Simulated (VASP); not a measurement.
# SnO2 (R-3m) in VASP: a series of runs

SnO2 is run at these levels: PBE; tasks: single point.

Everything below comes from runs of VASP 6.6.1. Logs are shortened: lines on timing, memory, paths and dates and some standing lists are left out, and cuts for length are marked.

### 1 The cell of the first run

Symmetry: R-3m, No. 166, trigonal system. The conventional cell has a = 3.262 Å, b = 3.262 Å, c = 14.885 Å, α = 90.00°, β = 90.00°, γ = 120.00°. Within 2.8 Å of Sn (site symmetry -3m) lie 6 O at 2.14 Å. Within 2.8 Å of O (site symmetry 3m) lie 3 Sn at 2.14 Å and 3 O at 2.77 Å.

### 2 Single point, PBE

The input, INCAR:

```
  PREC = Accurate
  ENCUT = 520
  EDIFF = 1E-6
  ISMEAR = 0
  SIGMA = 0.05
  LREAL = False
  LASPH = True
  NELM = 80
  ALGO = Normal
  ISIF = 2
  LWAVE = False
  LCHARG = True
  GGA = PE
  LELF = True
  LVHAR = True
  NBANDS = 20
```

The input, KPOINTS:

```
regular mesh
0
Gamma
  12 12 12
```

The input, POSCAR:

```
SnO2
1.0
    1.6310229378      0.9416715322      4.9616252294
   -1.6310229378      0.9416715322      4.9616252294
    0.0000000000     -1.8833430644      4.9616252294
Sn O
1 2
Direct
    0.5000000000      0.5000000000      0.5000000000
    0.2348826742      0.2348826742      0.2348826742
    0.7651173258      0.7651173258      0.7651173258
```

Potentials or basis: VASP PAW PBE potentials, release 64 (Sn_d, O).

The run is started by

```bash
cat potpaw_PBE.64/Sn_d/POTCAR potpaw_PBE.64/O/POTCAR > POTCAR
mpirun -np 1 vasp_std > vasp.out
```

OUTCAR:

```text
PREC = Accurate
   ENCUT = 520
   EDIFF = 1E-6
   ISMEAR = 0
   LREAL = False
   LASPH = True
   NELM = 80
   ISIF = 2
   GGA = PE

 ion  position               nearest neighbor table
   1  0.500  0.500  0.500-   2 2.14   2 2.14   3 2.14   3 2.14   2 2.14   3 2.14
   2  0.235  0.235  0.235-   1 2.14   1 2.14   1 2.14
   3  0.765  0.765  0.765-   1 2.14   1 2.14   1 2.14

  LATTYP: Found a trigonal (rhomboedric) cell.
 ALAT       =     5.3070430576
 COS(alpha) =     0.8110943660

  Lattice vectors:

 A1 = (   1.6310229378,   0.9416715322,   4.9616252294)
 A2 = (  -1.6310229378,   0.9416715322,   4.9616252294)
 A3 = (   0.0000000000,  -1.8833430644,   4.9616252294)

Analysis of symmetry for initial positions (statically):
=====================================================================
 Subroutine PRICEL returns:
 Original cell was already a primitive cell.

 Routine SETGRP: Setting up the symmetry group for a
 trigonal (rhombohedral) supercell.

 Subroutine GETGRP returns: Found 12 space group operations
 (whereof 12 operations were pure point group operations)
 out of a pool of 12 trial point group operations.

The static configuration has the point symmetry D_3d.

Analysis of symmetry for dynamics (positions and initial velocities):
=====================================================================
 Subroutine PRICEL returns:
 Original cell was already a primitive cell.

 Routine SETGRP: Setting up the symmetry group for a
 trigonal (rhombohedral) supercell.

 Subroutine GETGRP returns: Found 12 space group operations
 (whereof 12 operations were pure point group operations)
 out of a pool of 12 trial point group operations.

The dynamic configuration has the point symmetry D_3d.

 Subroutine INISYM returns: Found 12 space group operations
 (whereof 12 operations are pure point group operations),
 and found     1 'primitive' translations

----------------------------------------------------------------------------------------

                                     Primitive cell

  volume of cell :      45.7230

  direct lattice vectors                    reciprocal lattice vectors
     1.631022938  0.941671532  4.961625229     0.306556081  0.176990236  0.067182288
    -1.631022938  0.941671532  4.961625229    -0.306556081  0.176990236  0.067182288
     0.000000000 -1.883343064  4.961625229     0.000000000 -0.353980472  0.067182288

  length of vectors
     5.307043058  5.307043058  5.307043058     0.360299368  0.360299368  0.360299368

  position of ions in fractional coordinates (direct lattice)
     0.500000000  0.500000000  0.500000000
     0.234882674  0.234882674  0.234882674
     0.765117326  0.765117326  0.765117326

  ion indices of the primitive-cell ions
   primitive index   ion index
                 1           1
                 2           2
                 3           3

----------------------------------------------------------------------------------------

 KPOINTS: regular mesh

Automatic generation of k-mesh.
 Grid dimensions read from file:
 generate k-points for:   12   12   12

 Generating k-lattice:

  Cartesian coordinates                     Fractional coordinates (reciprocal lattice)
     0.025546340  0.014749186  0.005598524     0.083333333  0.000000000  0.000000000
    -0.025546340  0.014749186  0.005598524     0.000000000  0.083333333  0.000000000
     0.000000000 -0.029498373  0.005598524     0.000000000  0.000000000  0.083333333

  Length of vectors
     0.030024947  0.030024947  0.030024947

  Shift w.r.t. Gamma in fractional coordinates (k-lattice)
     0.000000000  0.000000000  0.000000000

 Subroutine IBZKPT returns following result:
 ===========================================

 Found    189 irreducible k-points:

 Following reciprocal coordinates:
            Coordinates               Weight
  0.000000  0.000000  0.000000      1.000000
  0.083333  0.000000  0.000000      6.000000
  0.166667  0.000000  0.000000      6.000000
  0.250000  0.000000  0.000000      6.000000
  0.333333  0.000000  0.000000      6.000000
  0.416667  0.000000  0.000000      6.000000
[... 16 lines left out ...]
  0.500000  0.166667  0.000000     12.000000
 -0.416667  0.166667  0.000000     12.000000
 [... further k-points ...]
   k-points           NKPTS =    189   k-points in BZ     NKDIM =    189   number of bands    NBANDS=     20
   number of dos      NEDOS =    301   number of ions     NIONS =      3
   total plane-waves  NPLWV =  64000
   dimension x,y,z NGX =    40 NGY =   40 NGZ =   40
   dimension x,y,z NGXF=    80 NGYF=   80 NGZF=   80
   ions per type =               1   2
   NGX,Y,Z   is equivalent  to a cutoff of  12.53, 12.53, 12.53 a.u.
   NGXF,Y,Z  is equivalent  to a cutoff of  25.06, 25.06, 25.06 a.u.
 SYSTEM =  unknown system
   PREC   = accura    normal or accurate (medium, high low for compatibility)
   ISTART =      0    job   : 0-new  1-cont  2-samecut
   ICHARG =      2    charge: 1-file 2-atom 10-const
   ISPIN  =      1    spin polarized calculation?
   LNONCOLLINEAR =      F non collinear calculations
   LSORBIT =      F    spin-orbit coupling
   LASPH  =      T    aspherical Exc in radial PAW
   ENCUT  =  520.0 eV  38.22 Ry    6.18 a.u.   9.87  9.87  9.87*2*pi/ulx,y,z
   NELM   =     80;   NELMIN=  2; NELMDL= -5     # of ELM steps
   EDIFF  = 0.1E-05   stopping-criterion for ELM
   LREAL  =      F    real-space projection
   EDIFFG = 0.1E-04   stopping-criterion for IOM
   NSW    =      0    number of steps for IOM
   IBRION =     -1    ionic relax: 0-MD 1-quasi-New 2-CG
   NFREE  =      0    steps in history (QN), initial steepest desc. (CG)
   ISIF   =      2    stress and relaxation
   ISYM   =      2    0-nonsym 1-usesym 2-fastsym
   POTIM  = 0.5000    time-step for ionic-motion
   TEBEG  =    0.0;   TEEND  =   0.0 temperature during run
   PSTRESS=    0.0 pullay stress
   NELECT =      26.0000    total number of electrons
   NUPDOWN=      -1.0000    fix difference up-down
   EMIN   =  10.00;   EMAX   =-10.00  energy-range for DOS
   EFERMI =   0.00;   METHOD = LEGACY
   ISMEAR =     0;   SIGMA  =   0.05  broadening in eV -4-tet -1-fermi 0-gaus
   EFERMI_NEDOS =   21; number of points for ismear=-14 and -15
   IALGO  =     38    algorithm
   IMIX   =      4    mixing-type and parameters
     AMIX     =   0.40;   BMIX     =  1.00
     AMIX_MAG =   1.60;   BMIX_MAG =  1.00
  volume/ion in A,a.u.               =      15.24       102.85
  Fermi-wavevector in a.u.,A,eV,Ry     =   1.356296  2.563027 25.028433  1.839538
  Thomas-Fermi vector in A             =   2.483311
   LORBIT       =      0    0 simple, 1 ext, 2 COOP (PROOUT), +10 PAW based schemes
   GGA     = PE    functional components
   LHFCALC =     F    Hartree Fock is set to
   AEXX    =    0.0000 exact exchange contribution
   IVDW    =     0    specifies the selected vdW correction
   LEPSILON=     F    determine dielectric tensor
   LRPA    =     F    only Hartree local field effects (RPA)
 non-spin polarized calculation
 Gauss-broadening in eV      SIGMA  =   0.05
  energy-cutoff  :      520.00
  volume of cell :       45.72
 maximum number of plane-waves:      1248
   NGX = 19   NGY = 19   NGZ = 19

 number of electron      26.0000002 magnetization

 Free energy of the ion-electron system (eV)
  ---------------------------------------------------
  ext. energy  EPLUGINS =         0.00000000
  ---------------------------------------------------
  free energy    TOTEN  =       -18.19330747 eV

  energy without entropy =      -18.19330747  energy(sigma->0) =      -18.19330747

 E-fermi :   3.0202     XC(G=0):  -9.6888

 val. band max:        2.7648089832   @ k =  -0.1667   0.1667   0.0000
 cond. band min:       4.6041360112   @ k =   0.0000   0.0000   0.0000
 fundamental gap:      1.8393270281
 Fermi energy:         3.0201896297

 k-point     1 :       0.0000    0.0000    0.0000
  band No.  band energies     occupation
      1     -17.2374      2.00000
      2     -17.0440      2.00000
      3     -17.0440      2.00000
      4     -16.8917      2.00000
      5     -16.8917      2.00000
      6     -15.0276      2.00000
[... 12 lines left out ...]
     19      19.7340      0.00000
     20      19.7365      0.00000

 k-point     2 :       0.0833    0.0000    0.0000
  band No.  band energies     occupation
      1     -17.2157      2.00000
      2     -17.0920      2.00000
      3     -17.0313      2.00000
      4     -16.9036      2.00000
      5     -16.8915      2.00000
      6     -14.9794      2.00000
[... 12 lines left out ...]
     19      18.1687      0.00000
     20      19.7778      0.00000

 k-point     3 :       0.1667    0.0000    0.0000
  band No.  band energies     occupation
      1     -17.2563      2.00000
      2     -17.1280      2.00000
      3     -17.0010      2.00000
      4     -16.9237      2.00000
      5     -16.8861      2.00000
      6     -14.8300      2.00000
[... 12 lines left out ...]
     19      16.8743      0.00000
     20      19.9396      0.00000

 k-point     4 :       0.2500    0.0000    0.0000
  band No.  band energies     occupation
      1     -17.4317      2.00000
      2     -17.0589      2.00000
      3     -16.9769      2.00000
      4     -16.9364      2.00000
      5     -16.8606      2.00000
      6     -14.5832      2.00000
[... 12 lines left out ...]
     19      15.9354      0.00000
     20      19.5879      0.00000

 k-point     5 :       0.3333    0.0000    0.0000
  band No.  band energies     occupation
      1     -17.5969      2.00000
      2     -17.0211      2.00000
      3     -16.9718      2.00000
      4     -16.9181      2.00000
      5     -16.8151      2.00000
      6     -14.2777      2.00000
[... 12 lines left out ...]
     19      15.3838      0.00000
     20      18.0017      0.00000
[... 353 lines left out ...]
      6     -14.3867      2.00000
[... 12 lines left out ...]
     19      15.9466      0.00000
     20      18.4822      0.00000

 k-point    22 :       0.4167    0.1667    0.0000
  band No.  band energies     occupation
      1     -17.5463      2.00000
      2     -17.1295      2.00000
      3     -16.9692      2.00000
      4     -16.9346      2.00000
      5     -16.8153      2.00000
      6     -14.0265      2.00000
[... 12 lines left out ...]
     19      16.0380      0.00000
     20      17.3573      0.00000

 k-point    23 :       0.5000    0.1667    0.0000
  band No.  band energies     occupation
      1     -17.6228      2.00000
      2     -17.1288      2.00000
      3     -16.9827      2.00000
      4     -16.8996      2.00000
      5     -16.8152      2.00000
      6     -13.6890      2.00000
[... 12 lines left out ...]
     19      16.2798      0.00000
     20      16.4514      0.00000

 k-point    24 :      -0.4167    0.1667    0.0000
  band No.  band energies     occupation
      1     -17.6504      2.00000
      2     -17.1291      2.00000
      3     -16.9880      2.00000
      4     -16.8746      2.00000
      5     -16.8264      2.00000
      6     -13.5439      2.00000
[... 12 lines left out ...]
     19      15.6739      0.00000
     20      16.6433      0.00000

 [... further k-points ...]

------------------------ aborting loop because EDIFF is reached ----------------------------------------

  FORCE on cell =-STRESS in cart. coord.  units (eV):
  Direction    XX          YY          ZZ          XY          YZ          ZX
  --------------------------------------------------------------------------------------
  -------------------------------------------------------------------------------------
  Total       -0.9808283     -0.9808283     -0.5183752      0.0000000     -0.0000000     -0.0000000
  in kB      -34.3691534    -34.3691534    -18.1643575      0.0000000     -0.0000000     -0.0000000
  external PRESSURE =     -28.9675547 kB  Pullay stress =       0.0000000 kB

 VOLUME and BASIS-vectors are now :
 -----------------------------------------------------------------------------
  energy-cutoff  :      520.00
  volume of cell :       45.72
      direct lattice vectors                 reciprocal lattice vectors
     1.631022938  0.941671532  4.961625229     0.306556081  0.176990236  0.067182288
    -1.631022938  0.941671532  4.961625229    -0.306556081  0.176990236  0.067182288
     0.000000000 -1.883343064  4.961625229     0.000000000 -0.353980472  0.067182288

 POSITION                                       TOTAL-FORCE (eV/Angst)
 -----------------------------------------------------------------------------------
      0.00000      0.00000      7.44244        -0.000000      0.000000      0.000000
      0.00000      0.00000      3.49620         0.000000      0.000000     -0.214254
      0.00000      0.00000     11.38868         0.000000     -0.000000      0.214254
 -----------------------------------------------------------------------------------
    total drift:                               -0.000000      0.000000     -0.000000

  FREE ENERGIE OF THE ION-ELECTRON SYSTEM (eV)
  ---------------------------------------------------
  free  energy   TOTEN  =       -18.1933074672 eV

  energy  without entropy=      -18.1933074672  energy(sigma->0) =      -18.19330747
```

Run time: 5.4 min. Hardware: 1 thread of Intel Xeon 6975P-C, shared host; peak memory 0.35 GiB.

What came out:

| Item | Value |
| --- | --- |
| Free energy | -18.1933 eV |
| Pressure | -2.9 GPa |
| Largest force | 0.214 eV/Å |
| Band gap on the k mesh | 1.84 eV, indirect (least direct gap 2.00 eV) |

Forces on the atoms (eV/Å):
```
Sn   0.000  0.000  0.000
O    0.000  0.000 -0.214
O    0.000  0.000  0.214
```

Caveat: spin-orbit coupling is left out, which moves the levels of the heavy elements.

### 3 Single point, PBE

This run uses another cell than the first one, of 14.84 Å³/atom, 0.974 times its volume.

The input, INCAR:

```
SYSTEM = SnO2
  ALGO = Normal
  EDIFF = 1E-6
  ENCUT = 520
  GGA = PE
  ISIF = 2
  ISMEAR = 0
  LASPH = .True.
  LCHARG = .False.
  LREAL = .False.
  LWAVE = .False.
  NBANDS = 20
  NELM = 80
  PREC = Accurate
  SIGMA = 0.05
```

The input, KPOINTS:

```
k-points
0
Gamma
  12 12 12
  0 0 0
```

The input, POSCAR:

```
SnO2
1.0
    1.6167660720      0.9334403269      4.9182553763
   -1.6167660720      0.9334403269      4.9182553763
    0.0000000000     -1.8668806537      4.9182553763
Sn O
1 2
Direct
    0.5000000000      0.5000000000      0.5000000000
    0.2291218238      0.2291218238      0.2291218238
    0.7708781762      0.7708781762      0.7708781762
```

Potentials or basis: VASP PAW PBE potentials, release 64 (Sn_d, O).

The run is started by

```bash
cat potpaw_PBE.64/Sn_d/POTCAR potpaw_PBE.64/O/POTCAR > POTCAR
mpirun -np 1 vasp_std > vasp.out
```

Wall time 3.9 min (1 thread of Intel Xeon 6975P-C, shared host); peak memory 0.34 GiB.

It converged, with:

```yaml
Free_energy: -18.0915 eV
Pressure: 7.7 GPa
Largest_force: 1.248 eV/Å
Band_gap_on_the_k_mesh: 2.16 eV, indirect (least direct gap 2.58 eV)
```

Forces on the atoms (eV/Å):
```
Sn   0.000  0.000  0.000
O    0.000  0.000  1.248
O    0.000  0.000 -1.248
```

Stress tensor (GPa, compression positive):
```
7.67 0.00 0.00
0.00 7.67 0.00
0.00 0.00 7.81
```

Levels at points of the mesh, in eV from the valence-band top:
```
           k point  band 11  band 12  band 13  band 14  band 15  band 16
(0.00, 0.00, 0.00)    -1.05    -1.05    -0.43     2.16     6.03    10.84
(0.50, 0.00, 0.00)    -1.22    -0.49    -0.46     5.79     7.99     9.87
(0.50, 0.50, 0.00)    -1.01    -0.42    -0.09     5.62     7.19    10.90
(0.50, 0.50, 0.50)    -1.29    -1.03    -1.03     3.19     5.86    11.06
```

Caveat: spin-orbit coupling is left out, which moves the levels of the heavy elements; forces of over 1 eV/Å act on the atoms, so gaps and moduli don't describe the material at rest. A k mesh can miss the band edges.

[end of part 1 of 2]
